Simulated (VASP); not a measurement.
Wanted: the native input for a VASP 6.6.1 run.

```
Task                   : single point
Functional             : PBE
Potentials or basis    : VASP PAW PBE potentials, release 64 (Ta_pv, P, Au)
Cutoff                 : 520 eV
k mesh                 : 6 × 6 × 2
Occupations            : gaussian, width 0.1 eV
Spin                   : no spin polarisation
Dipole correction      : no
Further INCAR settings : ALGO = Normal; EDIFF = 1e-06; NBANDS = 33
```

The structure of Ta2P3Au lies in POSCAR:

```
Ta2P3Au
1.0
    4.1032573557      0.0000000000      0.0000000000
   -2.0516286778      3.5535251083      0.0000000000
    0.0000000000      0.0000000000      6.7120307377
Ta P Au
2 3 1
Direct
    0.6666666667      0.3333333333      0.3025593060
    0.6666666667      0.3333333333      0.6974406940
    0.0000000000      0.0000000000      0.5000000000
    0.3333333333      0.6666666667      0.0000000000
    0.3333333333      0.6666666667      0.5000000000
    0.0000000000      0.0000000000      0.0000000000
```

The input as run:

INCAR

```
SYSTEM = Ta2P3Au
ALGO = Normal
EDIFF = 1E-6
ENCUT = 520
GGA = PE
ISIF = 2
ISMEAR = 0
LASPH = .True.
LCHARG = .False.
LREAL = .False.
LWAVE = .False.
NBANDS = 33
NELM = 80
PREC = Accurate
SIGMA = 0.1
```

KPOINTS

```
k-points
0
Gamma
  6 6 2
  0 0 0
```

Potentials or basis: VASP PAW PBE potentials, release 64 (Ta_pv, P, Au).

The run is started by

```sh
$ cat potpaw_PBE.64/Ta_pv/POTCAR potpaw_PBE.64/P/POTCAR potpaw_PBE.64/Au/POTCAR > POTCAR
$ mpirun -np 1 vasp_std > vasp.out
```

It gave:

The pressure is 0.0 GPa and the largest force is 0.015 eV/Å. The band gap on the k mesh is zero (band 24 reaches 9.39 eV, above the bottom of band 25 at 8.35 eV).

Caveat: the k points lie up to 0.47 Å⁻¹ apart; spin-orbit coupling is left out, which moves the levels of the heavy elements.

It took 47 s on 1 thread of Intel(R) Xeon(R) Platinum 8375C CPU @ 2.90GHz (Ice Lake), on a shared host, peak memory 0.24 GiB.
